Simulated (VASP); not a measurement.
# ZrC (F-43m) in VASP: notebook, part 2 of 2

VASP 6.6.1.

### 3 Single point, PBE

This run uses another cell than the first one, of 16.49 Å³/atom, 0.953 times its volume.

File INCAR:

```
SYSTEM = ZrC
PREC = Accurate
ENCUT = 520
EDIFF = 1E-7
ISMEAR = -1
SIGMA = 0.05
LREAL = .FALSE.
LASPH = .TRUE.
NELM = 80
ALGO = Normal
ISIF = 2
LWAVE = .FALSE.
LCHARG = .FALSE.
GGA = PE
NBANDS = 15
```

File KPOINTS:

```
Automatic mesh
0
G
  9 9 9
  0 0 0
```

File POSCAR:

```
ZrC
1.0
    0.0000000000      2.5455200000      2.5455200000
    2.5455200000      0.0000000000      2.5455200000
    2.5455200000      2.5455200000      0.0000000000
Zr C
1 1
Direct
    0.5000000000      0.5000000000      0.5000000000
    0.7500000000      0.7500000000      0.7500000000
```

Potentials or basis: VASP PAW PBE potentials, release 64 (Zr_sv, C).

On the command line:

```bash
> cat potpaw_PBE.64/Zr_sv/POTCAR potpaw_PBE.64/C/POTCAR > POTCAR
> mpirun -np 1 vasp_std > vasp.out
```

OUTCAR:

```text
SYSTEM = ZrC
   PREC = Accurate
   ENCUT = 520
   EDIFF = 1E-7
   ISMEAR = -1
   LREAL = .FALSE.
   LASPH = .TRUE.
   NELM = 80
   ISIF = 2
   GGA = PE

 ion  position               nearest neighbor table
   1  0.500  0.500  0.500-   2 2.20   2 2.20   2 2.20   2 2.20
   2  0.750  0.750  0.750-   1 2.20   1 2.20   1 2.20   1 2.20

  LATTYP: Found a face centered cubic cell.
 ALAT       =     5.0910400000

  Lattice vectors:

 A1 = (   0.0000000000,   2.5455200000,   2.5455200000)
 A2 = (   2.5455200000,   0.0000000000,   2.5455200000)
 A3 = (   2.5455200000,   2.5455200000,   0.0000000000)

Analysis of symmetry for initial positions (statically):
=====================================================================
 Subroutine PRICEL returns:
 Original cell was already a primitive cell.

 Routine SETGRP: Setting up the symmetry group for a
 face centered cubic supercell.

 Subroutine GETGRP returns: Found 24 space group operations
 (whereof 24 operations were pure point group operations)
 out of a pool of 48 trial point group operations.

The static configuration has the point symmetry T_d .

Analysis of symmetry for dynamics (positions and initial velocities):
=====================================================================
 Subroutine PRICEL returns:
 Original cell was already a primitive cell.

 Routine SETGRP: Setting up the symmetry group for a
 face centered cubic supercell.

 Subroutine GETGRP returns: Found 24 space group operations
 (whereof 24 operations were pure point group operations)
 out of a pool of 48 trial point group operations.

The dynamic configuration has the point symmetry T_d .

 Subroutine INISYM returns: Found 24 space group operations
 (whereof 24 operations are pure point group operations),
 and found     1 'primitive' translations

----------------------------------------------------------------------------------------

                                     Primitive cell

[... 113 lines left out ...]
  Thomas-Fermi vector in A             =   2.418344
   LORBIT       =      0    0 simple, 1 ext, 2 COOP (PROOUT), +10 PAW based schemes
   GGA     = PE    functional components
   LHFCALC =     F    Hartree Fock is set to
   AEXX    =    0.0000 exact exchange contribution
   IVDW    =     0    specifies the selected vdW correction
   LEPSILON=     F    determine dielectric tensor
   LRPA    =     F    only Hartree local field effects (RPA)
 non-spin polarized calculation
  energy-cutoff  :      520.00
  volume of cell :       32.99
 maximum number of plane-waves:       907
   NGX = 13   NGY = 13   NGZ = 13

 number of electron      16.0000001 magnetization

 Free energy of the ion-electron system (eV)
  ---------------------------------------------------
  ext. energy  EPLUGINS =         0.00000000
  ---------------------------------------------------
  free energy    TOTEN  =       -18.22971253 eV

  energy without entropy =      -18.22935227  energy(sigma->0) =      -18.22953240

 E-fermi :   6.7951     XC(G=0): -10.6728

 val. band max:        6.4960824048   @ k =  -0.3333   0.4444   0.2222
 cond. band min:       7.0444536084   @ k =  -0.3333   0.4444   0.1111
 fundamental gap:      0.5483712037
 Fermi energy:         6.7950877863

 k-point     1 :       0.0000    0.0000    0.0000
  band No.  band energies     occupation
      1     -41.4261      2.00000
      2     -19.3350      2.00000
      3     -19.3350      2.00000
      4     -19.3350      2.00000
      5      -3.2884      2.00000
      6       4.2796      2.00000
      7       4.2796      2.00000
      8       4.2796      2.00000
      9       9.6146      0.00000
     10       9.6146      0.00000
     11       9.9049      0.00000
     12      14.9438      0.00000
     13      14.9438      0.00000
     14      14.9438      0.00000
[... 401 lines left out ...]
      2     -19.7366      2.00000
      3     -19.4827      2.00000
      4     -19.4827      2.00000
      5      -1.6636      2.00000
      6       2.9282      2.00000
      7       6.4433      1.99824
      8       6.4433      1.99824
      9       7.1764      0.00098
     10      10.9571      0.00000
     11      11.3693      0.00000
     12      11.9096      0.00000
     13      11.9096      0.00000
     14      17.7422      0.00000
     15      19.8799      0.00000

 [... further k-points ...]
[... 5 lines left out ...]
  --------------------------------------------------------------------------------------
  -------------------------------------------------------------------------------------
  Total        0.0213835      0.0213835      0.0213835      0.0000000     -0.0000000      0.0000000
  in kB        1.0385546      1.0385546      1.0385546      0.0000000     -0.0000000      0.0000000
  external PRESSURE =       1.0385546 kB  Pullay stress =       0.0000000 kB

 VOLUME and BASIS-vectors are now :
 -----------------------------------------------------------------------------
  energy-cutoff  :      520.00
  volume of cell :       32.99
      direct lattice vectors                 reciprocal lattice vectors
     0.000000000  2.545520000  2.545520000    -0.196423521  0.196423521  0.196423521
     2.545520000  0.000000000  2.545520000     0.196423521 -0.196423521  0.196423521
     2.545520000  2.545520000  0.000000000     0.196423521  0.196423521 -0.196423521

 POSITION                                       TOTAL-FORCE (eV/Angst)
 -----------------------------------------------------------------------------------
      2.54552      2.54552      2.54552         0.000000      0.000000      0.000000
      3.81828      3.81828      3.81828        -0.000000     -0.000000     -0.000000
 -----------------------------------------------------------------------------------
    total drift:                                0.000000      0.000000      0.000000

  FREE ENERGIE OF THE ION-ELECTRON SYSTEM (eV)
  ---------------------------------------------------
  free  energy   TOTEN  =       -18.2297125304 eV

  energy  without entropy=      -18.2293522656  energy(sigma->0) =      -18.22953240
```

OSZICAR:

```text
N       E                     dE             d eps       ncg     rms          rms(c)
DAV:   1     0.106630790319E+03    0.10663E+03   -0.84095E+03  1050   0.104E+03
DAV:   2    -0.154868087539E+02   -0.12212E+03   -0.11414E+03  1358   0.284E+02
DAV:   3    -0.228230299111E+02   -0.73362E+01   -0.72879E+01  1921   0.569E+01
DAV:   4    -0.228717839398E+02   -0.48754E-01   -0.48748E-01  1177   0.491E+00
DAV:   5    -0.228723973058E+02   -0.61337E-03   -0.61336E-03  1465   0.406E-01    0.205E+01
DAV:   6    -0.182895976695E+02    0.45828E+01   -0.11767E+01  1162   0.252E+01    0.588E+00
DAV:   7    -0.182291366919E+02    0.60461E-01   -0.75671E-01  1145   0.648E+00    0.503E+00
DAV:   8    -0.182352179868E+02   -0.60813E-02   -0.12775E-01  1330   0.315E+00    0.208E+00
DAV:   9    -0.182291788594E+02    0.60391E-02   -0.17978E-02  1127   0.110E+00    0.411E-01
DAV:  10    -0.182297418665E+02   -0.56301E-03   -0.13819E-03  1330   0.369E-01    0.193E-01
DAV:  11    -0.182297153443E+02    0.26522E-04   -0.15537E-04  1099   0.118E-01    0.304E-02
DAV:  12    -0.182297126354E+02    0.27089E-05   -0.49973E-06  1197   0.200E-02    0.904E-03
DAV:  13    -0.182297125036E+02    0.13178E-06   -0.28954E-07  1351   0.522E-03    0.204E-03
DAV:  14    -0.182297125304E+02   -0.26775E-07   -0.36452E-08   672   0.206E-03
   1 F= -.18229713E+02 E0= -.18229532E+02  d E =-.360265E-03
```

Run time: 21 s. Hardware: 1 thread of Intel Xeon Platinum 8259CL at 2.50GHz (Skylake/Cascade Lake), shared host; peak memory 0.16 GiB.

Results:

- Free energy: -18.2297 eV
- Pressure: 0.1 GPa
- Band gap on the k mesh: 0.55 eV, indirect (the least direct gap lies 2.9 meV higher)

Levels at points of the mesh, in eV from the valence-band top:
```csv
k point,band 6,band 7,band 8,band 9,band 10,band 11
"(0.00, 0.00, 0.00)",-2.22,-2.22,-2.22,3.12,3.12,3.41
```

### 4 Single point, PBE

This run uses another cell than the first one, of 16.16 Å³/atom, 0.934 times its volume.

File INCAR:

```
PREC = Accurate ; ENCUT = 520
EDIFF = 1E-6 ; ISMEAR = -1
SIGMA = 0.05 ; LREAL = False
LASPH = True ; NELM = 60
ALGO = Normal ; ISIF = 2
LWAVE = False ; LCHARG = True
GGA = PE ; LELF = True
LVHAR = True ; NBANDS = 15
```

File KPOINTS:

```
Automatic mesh
0
Gamma
  9 9 9
```

File POSCAR:

```
ZrC
1.0
    0.0000000000      2.5284354584      2.5284354584
    2.5284354584      0.0000000000      2.5284354584
    2.5284354584      2.5284354584      0.0000000000
Zr C
1 1
Direct
    0.5000000000      0.5000000000      0.5000000000
    0.7500000000      0.7500000000      0.7500000000
```

On the command line:

```bash
> cat potpaw_PBE.64/Zr_sv/POTCAR potpaw_PBE.64/C/POTCAR > POTCAR
> mpirun -np 1 vasp_std > vasp.out
```

Run time: 24 s. Hardware: 1 thread of Intel Xeon Platinum 8259CL at 2.50GHz (Skylake/Cascade Lake), shared host; peak memory 0.16 GiB.

Results (log left out):

| Property | Result |
| --- | --- |
| Free energy | -18.2228 eV |
| Pressure | 3.2 GPa |
| Band gap on the k mesh | 0.54 eV, indirect (the least direct gap lies 1.3 meV higher) |

Levels at points of the mesh, in eV from the valence-band top:
| k point | band 4 | band 5 | band 6 | band 7 | band 8 | band 9 | band 10 | band 11 | band 12 | band 13 |
| --- | --- | --- | --- | --- | --- | --- | --- | --- | --- | --- |
| (0.00, 0.00, 0.00) | -25.76 | -9.85 | -2.28 | -2.28 | -2.28 | 3.17 | 3.17 | 3.47 | 8.57 | 8.57 |

A k mesh can miss the band edges. As with any semilocal functional, this PBE gap is likely too small.

### 5 The runs side by side

```csv
level,cell,k mesh,grid for exact exchange (PRECFOCK),gap on the mesh (eV),pressure (GPa)
HF,"a = 3.659 Å, angles 60.0°, 2 atoms",5 × 5 × 5,Normal,7.30,-0.1
PBE,"a = 3.600 Å, angles 60.0°, 2 atoms",9 × 9 × 9,-,0.55,0.1
PBE,"a = 3.576 Å, angles 60.0°, 2 atoms",9 × 9 × 9,-,0.54,3.2
```

Alike in all rows: task single point; potentials or basis VASP PAW PBE potentials, release 64 (Zr_sv, C); no spin polarisation; cutoff (eV) 520; smearing fermi-dirac 0.05 eV.

Caveats: some runs use coarse meshes; the PAW data sets were made with another functional, which shifts forces and pressure a little (some runs).

Absolute energies hang on the potentials; compare differences alone.
